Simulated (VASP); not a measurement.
# MgO (P-6m2) in VASP: G0W0 quasiparticle levels with PBEsol

Aim: the G0W0 quasiparticle levels of MgO with PBEsol.

Program: VASP 6.6.1. These are calculated values, not measurements. Logs are shortened: lines on timing, memory, paths and dates and some standing lists are left out, and cuts for length are marked.

## (1) The cell of the first run

It takes space group P-6m2 (No. 187, hexagonal). The conventional cell has a = 2.938 Å, b = 2.938 Å, c = 2.680 Å, α = 90.00°, β = 90.00°, γ = 120.00°. Within 3.0 Å of Mg (site symmetry -6m2) lie 6 O at 2.16 Å and 8 Mg at 2.68 to 2.94 Å. Within 3.0 Å of O (site symmetry -6m2) lie 6 Mg at 2.16 Å and 8 O at 2.68 to 2.94 Å.

## (2) G0W0 quasiparticle levels, PBEsol

Input file POSCAR:

```
MgO
1.0
    2.9380209034      0.0000000000      0.0000000000
   -1.4690104517      2.5444007392      0.0000000000
    0.0000000000      0.0000000000      2.6796800000
Mg O
1 1
Direct
    0.0000000000      0.0000000000      0.0000000000
    0.3333333333      0.6666666667      0.5000000000
```

Input file INCAR.step1:

```
SYSTEM = MgO
PREC = Accurate ; ENCUT = 500
EDIFF = 1E-8 ; ISMEAR = 0
SIGMA = 0.01 ; LREAL = .False.
LASPH = .True. ; NELM = 80
ALGO = Normal ; LWAVE = .True.
LCHARG = .False. ; GGA = PS
```

Input file INCAR.step2:

```
SYSTEM = MgO
PREC = Accurate ; ENCUT = 500
EDIFF = 1E-8 ; ISMEAR = 0
SIGMA = 0.01 ; LREAL = .False.
LASPH = .True. ; NELM = 1
ALGO = Exact ; LWAVE = .True.
LCHARG = .False. ; GGA = PS
NBANDS = 63 ; LOPTICS = .True.
ISTART = 1
```

Input file INCAR.step3:

```
SYSTEM = MgO
PREC = Accurate ; ENCUT = 500
EDIFF = 1E-8 ; ISMEAR = 0
SIGMA = 0.01 ; LREAL = .False.
LASPH = .True. ; ALGO = EVGW0
LWAVE = .False. ; LCHARG = .False.
GGA = PS ; NELMGW = 1
NBANDS = 63 ; ENCUTGW = 120.0
NOMEGA = 48 ; PRECFOCK = Fast
ISTART = 1 ; NBANDSGW = 12
```

Input file KPOINTS:

```
regular mesh
0
Gamma
  6 6 6
  0 0 0
```

Potentials or basis: VASP PAW PBE potentials, release 64 (Mg_GW, O_GW).

Launch:

```
> cat potpaw_PBE.64/Mg_GW/POTCAR potpaw_PBE.64/O_GW/POTCAR > POTCAR
> cp INCAR.step1 INCAR
> mpirun -np 1 vasp_std > vasp.out
> cp INCAR.step2 INCAR
> mpirun -np 1 vasp_std > vasp.out
> cp INCAR.step3 INCAR
> mpirun -np 1 vasp_std > vasp.out
```

OUTCAR:

```text
SYSTEM = MgO
   PREC = Accurate
   ENCUT = 500
   EDIFF = 1E-8
   ISMEAR = 0
   LREAL = .False.
   LASPH = .True.
   GGA = PS
   NELMGW = 1
   ENCUTGW = 120.0
   PRECFOCK = Fast
   ISTART = 1

 ion  position               nearest neighbor table
   1  0.000  0.000  0.000-   2 2.16   2 2.16   2 2.16   2 2.16   2 2.16   2 2.16
   2  0.333  0.667  0.500-   1 2.16   1 2.16   1 2.16   1 2.16   1 2.16   1 2.16

  LATTYP: Found a hexagonal cell.
 ALAT       =     2.9380209034
 C/A-ratio  =     0.9120697531

  Lattice vectors:

 A1 = (   2.9380209034,   0.0000000000,   0.0000000000)
 A2 = (  -1.4690104517,   2.5444007392,   0.0000000000)
 A3 = (   0.0000000000,   0.0000000000,   2.6796800000)

Analysis of symmetry for initial positions (statically):
=====================================================================
 Subroutine PRICEL returns:
 Original cell was already a primitive cell.

 Routine SETGRP: Setting up the symmetry group for a
 hexagonal supercell.

 Subroutine GETGRP returns: Found 12 space group operations
 (whereof 12 operations were pure point group operations)
 out of a pool of 24 trial point group operations.

The static configuration has the point symmetry D_3h.

Analysis of symmetry for dynamics (positions and initial velocities):
=====================================================================
 Subroutine PRICEL returns:
 Original cell was already a primitive cell.

 Routine SETGRP: Setting up the symmetry group for a
 hexagonal supercell.

 Subroutine GETGRP returns: Found 12 space group operations
 (whereof 12 operations were pure point group operations)
 out of a pool of 24 trial point group operations.

The dynamic configuration has the point symmetry D_3h.

 Subroutine INISYM returns: Found 12 space group operations
 (whereof 12 operations are pure point group operations),
 and found     1 'primitive' translations

----------------------------------------------------------------------------------------

                                     Primitive cell

  volume of cell :      20.0320

  direct lattice vectors                    reciprocal lattice vectors
     2.938020903  0.000000000  0.000000000     0.340365175  0.196509926  0.000000000
    -1.469010452  2.544400739  0.000000000     0.000000000  0.393019851  0.000000000
     0.000000000  0.000000000  2.679680000     0.000000000  0.000000000  0.373178887

  length of vectors
     2.938020903  2.938020903  2.679680000     0.393019851  0.393019851  0.373178887

  position of ions in fractional coordinates (direct lattice)
     0.000000000  0.000000000  0.000000000
     0.333333333  0.666666667  0.500000000

  ion indices of the primitive-cell ions
   primitive index   ion index
                 1           1
                 2           2

----------------------------------------------------------------------------------------

 KPOINTS: regular mesh

Automatic generation of k-mesh.
 Grid dimensions read from file:
 generate k-points for:    6    6    6

 Generating k-lattice:

  Cartesian coordinates                     Fractional coordinates (reciprocal lattice)
     0.056727529  0.032751654  0.000000000     0.166666667 -0.000000000  0.000000000
     0.000000000  0.065503309  0.000000000     0.000000000  0.166666667  0.000000000
     0.000000000  0.000000000  0.062196481     0.000000000  0.000000000  0.166666667

  Length of vectors
     0.065503309  0.065503309  0.062196481

  Shift w.r.t. Gamma in fractional coordinates (k-lattice)
     0.000000000  0.000000000  0.000000000

 Subroutine IBZKPT returns following result:
 ===========================================

 Found     28 irreducible k-points:

 Following reciprocal coordinates:
            Coordinates               Weight
  0.000000  0.000000  0.000000      1.000000
  0.166667  0.000000  0.000000      6.000000
  0.333333  0.000000  0.000000      6.000000
  0.500000 -0.000000  0.000000      3.000000
  0.166667  0.166667  0.000000      6.000000
  0.333333  0.166667  0.000000     12.000000
[... 16 lines left out ...]
  0.166667  0.000000  0.500000      6.000000
  0.333333  0.000000  0.500000      6.000000
 [... further k-points ...]
   k-points           NKPTS =     28   k-points in BZ     NKDIM =    216   number of bands    NBANDS=     63
   number of dos      NEDOS =    301   number of ions     NIONS =      2
   total plane-waves  NPLWV =  11520
   dimension x,y,z NGX =    24 NGY =   24 NGZ =   20
   dimension x,y,z NGXF=    48 NGYF=   48 NGZF=   40
   ions per type =               1   1
   NGX,Y,Z   is equivalent  to a cutoff of  13.58, 13.58, 12.41 a.u.
   NGXF,Y,Z  is equivalent  to a cutoff of  27.16, 27.16, 24.82 a.u.
 SYSTEM =  MgO
   PREC   = accura    normal or accurate (medium, high low for compatibility)
   ISTART =      1    job   : 0-new  1-cont  2-samecut
   ICHARG =      0    charge: 1-file 2-atom 10-const
   ISPIN  =      1    spin polarized calculation?
   LNONCOLLINEAR =      F non collinear calculations
   LSORBIT =      F    spin-orbit coupling
   LASPH  =      T    aspherical Exc in radial PAW
   ENCUT  =  500.0 eV  36.75 Ry    6.06 a.u.   5.36  5.36  4.89*2*pi/ulx,y,z
   NELM   =     60;   NELMIN=  2; NELMDL=  0     # of ELM steps
   EDIFF  = 0.1E-07   stopping-criterion for ELM
   LREAL  =      F    real-space projection
   EDIFFG = 0.1E-06   stopping-criterion for IOM
   NSW    =      0    number of steps for IOM
   IBRION =     -1    ionic relax: 0-MD 1-quasi-New 2-CG
   NFREE  =      0    steps in history (QN), initial steepest desc. (CG)
   ISIF   =      0    stress and relaxation
   ISYM   =      3    0-nonsym 1-usesym 2-fastsym
   POTIM  = 0.5000    time-step for ionic-motion
   TEBEG  =    0.0;   TEEND  =   0.0 temperature during run
   PSTRESS=    0.0 pullay stress
   NELECT =       8.0000    total number of electrons
   NUPDOWN=      -1.0000    fix difference up-down
   EMIN   =  10.00;   EMAX   =-10.00  energy-range for DOS
   EFERMI =   0.00;   METHOD = LEGACY
   ISMEAR =     0;   SIGMA  =   0.01  broadening in eV -4-tet -1-fermi 0-gaus
   EFERMI_NEDOS =   21; number of points for ismear=-14 and -15
   IALGO  =     38    algorithm
   IMIX   =      4    mixing-type and parameters
     AMIX     =   0.40;   BMIX     =  1.00
     AMIX_MAG =   1.60;   BMIX_MAG =  1.00
  volume/ion in A,a.u.               =      10.02        67.59
  Fermi-wavevector in a.u.,A,eV,Ry     =   1.205583  2.278221 19.775115  1.453430
  Thomas-Fermi vector in A             =   2.341275
   LORBIT       =      0    0 simple, 1 ext, 2 COOP (PROOUT), +10 PAW based schemes
   GGA     = PS    functional components
   LHFCALC =     T    Hartree Fock is set to
   PRECFOCK=fast      Normal, Fast or Accurate (Low or Medium for compatibility)
   ENCUT4O =  -1.0   cutoff for four orbital integrals eV
   NKREDX  =     1    reduce k-point grid by
   NKREDY  =     1    reduce k-point grid by
   NKREDZ  =     1    reduce k-point grid by
   AEXX    =    1.0000 exact exchange contribution
   HFSCREEN=    0.0000 screening length (either q_TF or 0.3 A-1)
   HFSCREENC=   0.0000 screening length for correlation (either q_TF or 0.3 A-1)
   ENCUTFOCK=  -1.0 apply spherical cutoff to Coloumb kernel
   IVDW    =     0    specifies the selected vdW correction
   LEPSILON=     F    determine dielectric tensor
   LRPA    =     F    only Hartree local field effects (RPA)
   LRPAFORCE           =     F    calculate RPA forces
   ENCUTGW             = 120.0    cutoff for response function in eV
   ENCUTGWSOFT         =  96.0    soft cutoff for Coulomb kernel in GW response function in eV
   ENCUTLF             =  -1.0    cutoff for local field effects
   NELMGW              =     1    number of iterations in solving QP/BSE equation
   NELMHF              =     1    number of iterations in the inner HF iteration
   NKREDLFX            =     1    NKREDLFY  =   1   NKREDLFZ  =   1
 non-spin polarized calculation
 Gauss-broadening in eV      SIGMA  =   0.01
  energy-cutoff  :      500.00
  volume of cell :       20.03
 maximum number of plane-waves:       532
 NGX is ok and might be reduce to    24
  NGX = 14; NGY = 14; NGZ = 12
   NGX = 11   NGY = 11   NGZ =  9
 maximum number of plane-waves:        71
 NGX is ok and might be reduce to    14

 QP shifts <psi_nk| G(iteration)W_0 |psi_nk>: iteration 1
 for sc-GW calculations column KS-energies equals QP-energies in previous step
 and V_xc(KS)=  KS-energies - (<T + V_ion + V_H > + <T+V_H+V_ion>^1  + <V_x>^1)

 k-point   1 :       0.0000    0.0000    0.0000
  band No.  KS-energies  QP-energies   sigma(KS)   V_xc(KS)     V^pw_x(r,r')   Z            occupation Imag(sigma)

      1     -14.1957     -16.1243     -20.7712     -17.9334     -29.7292       0.6796       2.0000       1.2166
      2       2.5739       1.5106     -20.4509     -19.0496     -24.5190       0.7588       2.0000       0.1368
      3       2.5739       1.5106     -20.4509     -19.0496     -24.5190       0.7588       2.0000       0.1368
      4       2.7757       1.7051     -20.5628     -19.1509     -24.6223       0.7583       2.0000       0.1345
      5       6.1024       7.1602     -10.1244     -11.4072      -7.0167       0.8247       0.0000      -0.0760
      6      14.8798      16.1760      -7.6871      -9.2775      -3.3229       0.8150       0.0000      -0.1317
      7      18.6049      19.9470      -7.3807      -9.0340      -2.7405       0.8118       0.0000      -0.2455
      8      18.6049      19.9470      -7.3807      -9.0340      -2.7405       0.8118       0.0000      -0.2455
      9      22.8254      24.0880      -7.3319      -8.8216      -2.1560       0.8476       0.0000      -0.7159
     10      23.8539      25.4745      -9.1178     -11.1795      -3.4234       0.7860       0.0000      -0.7143
     11      25.5089      27.1472      -9.3246     -11.4292      -3.4369       0.7784       0.0000      -0.7513
     12      25.5089      27.1472      -9.3246     -11.4292      -3.4369       0.7784       0.0000      -0.7513

 k-point   2 :       0.1667    0.0000    0.0000
  band No.  KS-energies  QP-energies   sigma(KS)   V_xc(KS)     V^pw_x(r,r')   Z            occupation Imag(sigma)
[... 353 lines left out ...]
      1     -12.5674     -14.5074     -22.3349     -19.5130     -31.1245       0.6875       2.0000       1.0134
      2      -1.0573      -2.4099     -17.4211     -15.5628     -21.9030       0.7278       2.0000       0.2288
      3       0.4940      -0.8213     -18.5085     -16.7400     -22.7817       0.7437       2.0000       0.1765
      4       2.5208       1.4262     -20.4746     -19.0318     -24.6213       0.7586       2.0000       0.1395
      5       9.7038      10.8669      -8.2349      -9.6686      -4.4091       0.8113       0.0000      -0.1070
      6      14.2129      15.6685      -9.7204     -11.5411      -5.3865       0.7995       0.0000      -0.1526
      7      17.6467      19.1864     -10.0786     -12.0236      -5.2622       0.7916       0.0000      -0.2675
      8      17.7325      19.3843      -9.6988     -11.7923      -4.7078       0.7890       0.0000      -0.3525
      9      18.6216      20.0810      -7.4002      -9.1885      -2.7488       0.8161       0.0000      -0.2677
     10      24.3207      25.9537      -8.7050     -10.7796      -3.1899       0.7871       0.0000      -0.6407
     11      24.6472      26.2423      -9.1326     -11.1334      -3.6742       0.7972       0.0000      -0.5804
     12      30.6552      32.2610      -6.7017      -8.6108      -1.2824       0.8411       0.0000      -0.9804

 [... further k-points ...]
```

It took 2.3 min on 1 thread of Intel Xeon 6975P-C (Granite Rapids), shared host; peak memory 0.33 GiB.

What came out:

```yaml
Quasiparticle_gap: 5.00 eV
Least_direct_quasiparticle_gap: 5.46 eV
Band_gap_of_the_starting_levels_on_the_mesh: 2.92 eV
Least_direct_gap_of_the_starting_levels_on_the_mesh: 3.33 eV
```

Caveat: the k points lie up to 0.41 Å⁻¹ apart; bands, screening cutoff and mesh are small and nothing is extrapolated, so the quasiparticle values aren't converged.
